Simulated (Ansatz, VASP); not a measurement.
**One calculation of Rb, two programs**

```xyz
1
Lattice="-2.8060 2.8060 2.8481 2.8060 -2.8060 2.8481 2.8060 2.8060 -2.8481" Properties=species:S:1:pos:R:3 pbc="T T T"
Rb    0.0000    0.0000    0.0000
```

Change from the starting cell: strain +0.000 along x and y, +0.015 along z, atoms carried along.

Alike in both runs: task single point; functional PBEsol; k mesh 12 × 12 × 12; occupations gaussian, width 0.15 eV; no spin polarisation.

|  | VASP | Ansatz |
| --- | --- | --- |
| version | VASP 6.6.1 | Ansatz 0.2.0 |
| potentials or method | VASP PAW PBE potentials, release 64 (Rb_sv), cutoff 520 eV | scalar-relativistic, plane waves, PAW |
| valence electrons in the cell | 9 | 9 |

```tsv
	VASP	Ansatz	Ansatz less VASP
gap on the k mesh at the Fermi level (eV)	none	none	-
pressure (GPa)	-0.1	-0.1	0.00
```

VASP's potentials were made for PBE, not for PBEsol. A gap of «none» marks a metal or a gap that the smearing closes. The functional is the same, so the differences come from potentials, cutoffs and numerics.
